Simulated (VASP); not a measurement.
A run of VASP 6.6.1 is set up as follows.

File INCAR:

```
ALGO = Normal
EDIFF = 1E-6
ENCUT = 600
GGA_COMPAT = F
ISIF = 2
ISMEAR = 0
LASPH = T
LCHARG = T
LELF = T
LREAL = F
LVHAR = T
LWAVE = F
NBANDS = 7
NELM = 120
PREC = Accurate
SIGMA = 0.1
```

File KPOINTS:

```
k-points
0
Gamma
  10 10 10
```

POSCAR

```
Mg
1.0
   -1.8359916300      1.8359916300      1.6794040200
    1.8359916300     -1.8359916300      1.6794040200
    1.8359916300      1.8359916300     -1.6794040200
Mg
1
Direct
    0.0000000000      0.0000000000      0.0000000000
```

Potentials or basis: VASP PAW LDA potentials, release 64 (Mg).

Run with:

```bash
$ cat potpaw_LDA.64/Mg/POTCAR > POTCAR
$ mpirun -np 1 vasp_std > vasp.out
```

Problem. Estimate the pressure.

Solution. -1.8 GPa.

Problem. What does it give for the band gap on the k mesh?

Solution. Zero (band 1 reaches 5.74 eV, above the bottom of band 2 at 1.19 eV).

Stress tensor (GPa, compression positive):
```
-2.26  0.00  0.00
 0.00 -2.26  0.00
 0.00  0.00 -0.94
```
